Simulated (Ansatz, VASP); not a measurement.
# Two plane-wave programs on ScWSe2O2

```xyz
6
Lattice="0.0000 3.8129 4.2858 3.6669 0.0000 4.2858 3.6669 3.8129 0.0000" Properties=species:S:1:pos:R:3 pbc="T T T"
Sc    3.6669    3.8129    0.5343
W     3.6669    3.8129    3.8373
Se    3.6669    1.8788    2.4455
Se    3.6669    5.7471    2.4455
O     2.0384    3.8129    4.6329
O     5.2955    3.8129    4.6329
```

Alike in both runs: functional PBE; k mesh 8 × 8 × 8; occupations gaussian, width 0.1 eV; no spin polarisation.

Ansatz relaxed the structure, and its values are those at the end. VASP's run is a single point on that final structure, the one shown.

|  | VASP | Ansatz |
| --- | --- | --- |
| version | VASP 6.6.1 | Ansatz 0.2.0 |
| potentials or method | VASP PAW PBE potentials, release 64 (Sc_sv, W_sv, Se, O), cutoff 520 eV | scalar-relativistic, plane waves, PAW |
| valence electrons in the cell | 49 | 69 |

Ansatz gave:

| Quantity | Value |
| --- | --- |
| gap on the k mesh at the Fermi level (eV) | none |
| pressure (GPa) | 0.0 |
| rms of the force components (eV/Å) | 0.000 |

**Question.** Which values does VASP return?

**Answer.** gap on the k mesh at the Fermi level (eV): none; pressure (GPa): 0.7; rms of the force components (eV/Å): 0.109.

A gap of «none» marks a metal or a gap that the smearing closes. VASP's potentials hold 49 valence electrons a cell and Ansatz's 69, so a difference there can come from the potentials and not from the codes.

Neither program's run includes spin-orbit coupling.
